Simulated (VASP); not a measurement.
Set up this calculation in VASP 6.6.1, as the native input.

```yaml
Task: single point
Functional: LDA
Potentials_or_basis: VASP PAW LDA potentials, release 64 (C)
Cutoff: 520 eV
k_mesh: 14 × 14 × 8
Occupations: gaussian, width 0.15 eV
Spin: no spin polarisation
Dipole_correction: no
Further_INCAR_settings: ALGO = Normal; EDIFF = 1e-06; NBANDS = 11
```

The structure of C lies in POSCAR:

```
C
1.0
    2.0838931208     -1.2032079848      0.0000000000
    2.0838931208      1.2032079848      0.0000000000
   -1.3509178149      0.0000000000      3.4313236092
C
2
Direct
    0.8333560000      0.8333560000      0.0000930000
    0.1666440000      0.1666440000      0.9999070000
```

One way to write it, as run:

INCAR

```
  PREC = Accurate
  ENCUT = 520
  EDIFF = 1E-6
  ISMEAR = 0
  SIGMA = 0.15
  LREAL = F
  LASPH = T
  NELM = 100
  ALGO = Normal
  ISIF = 2
  LWAVE = F
  LCHARG = F
  NBANDS = 11
```

KPOINTS

```
Automatic mesh
0
Gamma
  14 14 8
```

Potentials or basis: VASP PAW LDA potentials, release 64 (C).

The run is started by

```console
$ cat potpaw_LDA.64/C/POTCAR > POTCAR
$ mpirun -np 1 vasp_std > vasp.out
```

It gave:

| Property | Result |
| --- | --- |
| Pressure | 14.9 GPa |
| Largest force | 0.005 eV/Å |

Caveat: the stress differs along the axes, from -1 to 23 GPa.

It took 79 s on 1 thread of Intel Xeon 8259CL, with other jobs on the host, peak memory 0.16 GiB.
